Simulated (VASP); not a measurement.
Here is a VASP 6.6.1 calculation.

Contents of INCAR:

```
SYSTEM = Al3N
PREC     = Accurate       ! precision mode
ENCUT    = 600            ! plane-wave cutoff, eV
EDIFF    = 1E-6           ! SCF threshold, eV
ISMEAR   = 0              ! smearing method
SIGMA    = 0.1            ! smearing width, eV
LREAL    = .False.        ! projectors in reciprocal space
LASPH    = .True.         ! aspherical terms in the spheres
NELM     = 100            ! most SCF steps
ALGO     = Normal         ! electronic algorithm
ISIF     = 3              ! what is computed and relaxed
LWAVE    = .False.        ! write WAVECAR
LCHARG   = .False.        ! write CHGCAR
GGA      = PE             ! functional
IBRION   = 2              ! ionic algorithm
NSW      = 100            ! ionic steps
EDIFFG   = -0.01          ! ionic threshold
```

KPOINTS

```
Automatic mesh
0
Gamma
  8 8 8
  0 0 0
```

POSCAR

```
Al3N
1.0
    5.0090810950      0.0000000000      0.0000000000
    0.0000000000      4.5030968778      2.6186201494
    0.0000000000     -4.5030968778      2.6186201494
Al N
6 2
Direct
    0.7684642013      0.1294771131      0.9936543214
    0.7684642013      0.4936543214      0.6294771131
    0.2315357987      0.6294771131      0.4936543214
    0.2315357987      0.9936543214      0.1294771131
    0.2839579769      0.2864879718      0.7864879718
    0.7160420231      0.7864879718      0.2864879718
    0.6348983205      0.4290328773      0.9290328773
    0.3651016795      0.9290328773      0.4290328773
```

Potentials or basis: VASP PAW PBE potentials, release 64 (Al, N).

Command:

```bash
$ cat potpaw_PBE.64/Al/POTCAR potpaw_PBE.64/N/POTCAR > POTCAR
$ mpirun -np 1 vasp_std > vasp.out
```

(1) Estimate the space group after relaxing (to 0.1 Å).

(2) Estimate the relaxed cell.

(3) Estimate the band gap on the k mesh.

(4) Predict the relaxed volume.

## Answers

(1) Aem2 (No. 39).

(2) a = 5.077 Å, b = 5.203 Å, c = 5.203 Å, α = 120.64°, β = 90.00°, γ = 90.00°.

(3) zero (bands 14 and 15 overlap by 1.46 eV).

(4) 14.78 Å³/atom.
